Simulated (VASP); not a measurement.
Wanted: the native input for a VASP 6.6.1 run.

- Task: single point
- Functional: PBE
- Potentials or basis: VASP PAW PBE potentials, release 64 (Ba_sv, Cs_sv)
- Cutoff: 520 eV
- k mesh: 4 × 4 × 4
- Occupations: fermi-dirac, width 0.05 eV
- Spin: no spin polarisation
- Dipole correction: no
- Further INCAR settings: ALGO = Normal; EDIFF = 1e-07; NBANDS = 28

The structure of CsBa3 lies in POSCAR:

```
CsBa3
1.0
    0.0000000000      5.0124326400      5.2212840000
    5.0124326400      0.0000000000      5.2212840000
    5.0124326400      5.0124326400      0.0000000000
Ba Cs
3 1
Direct
    0.5000000000      0.5000000000      0.5000000000
    0.7500000000      0.7500000000      0.7500000000
    0.2500000000      0.2500000000      0.2500000000
    0.0000000000      0.0000000000      0.0000000000
```

These files were run (other wordings do the same):

INCAR

```
PREC = Accurate
ENCUT = 520
EDIFF = 1E-7
ISMEAR = -1
SIGMA = 0.05
LREAL = F
LASPH = T
NELM = 100
ALGO = Normal
ISIF = 2
LWAVE = F
LCHARG = F
GGA = PE
NBANDS = 28
```

KPOINTS

```
regular mesh
0
Gamma
  4 4 4
```

Potentials or basis: VASP PAW PBE potentials, release 64 (Ba_sv, Cs_sv).

Launch:

```console
$ cat potpaw_PBE.64/Ba_sv/POTCAR potpaw_PBE.64/Cs_sv/POTCAR > POTCAR
$ mpirun -np 1 vasp_std > vasp.out
```

Results of the run:

```json
{"Pressure": "0.5 GPa", "Band gap on the k mesh": "zero (an odd number of electrons rules out a gap without spin polarisation)"}
```

Caveat: spin-orbit coupling is left out, which moves the levels of the heavy elements.

Wall time 67 s on 1 thread of AMD EPYC 9R45 96-Core Processor (Zen 5), with other jobs on the host, peak memory 0.39 GiB.
